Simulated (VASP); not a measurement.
Runs of VASP 6.6.1 on N. The cells are those of the table. 

| task | cell | gap on the mesh (eV) | pressure (GPa) | largest force (eV/Å) |
| --- | --- | --- | --- | --- |
| relaxation of the atoms | atoms relaxed from a = 8.340 Å, 20 atoms | (b) | 0.3 | 0.29 |
| single point | a = 7.106 Å, 20 atoms | 7.23 | 6.7 | 3.85 |
| single point | a = 8.015 Å, 20 atoms | 8.05 | (a) | 7.39 |
| single point | a = 8.340 Å, 20 atoms | 8.41 | 2.1 | 2.38 |
| single point | a = 7.502 Å, 20 atoms | 7.67 | 5.4 | 5.26 |

Alike in all rows: level r2SCAN; potentials or basis VASP PAW PBE potentials, release 64 (N); no spin polarisation; k mesh 1 × 1 × 1; cutoff (eV) 520; smearing fermi-dirac 0.05 eV.

Fill in the values left out.

(a) 2.4; (b) 7.86.

Caveats: all runs use coarse meshes; the standard files for N, O and F lose accuracy on very short bonds; the PAW data sets were made with another functional, which shifts forces and pressure a little; the relaxation stopped at a loose force limit of 0.3 eV/Å, so its end isn't a converged minimum (some runs).

A k mesh can miss the band edges.
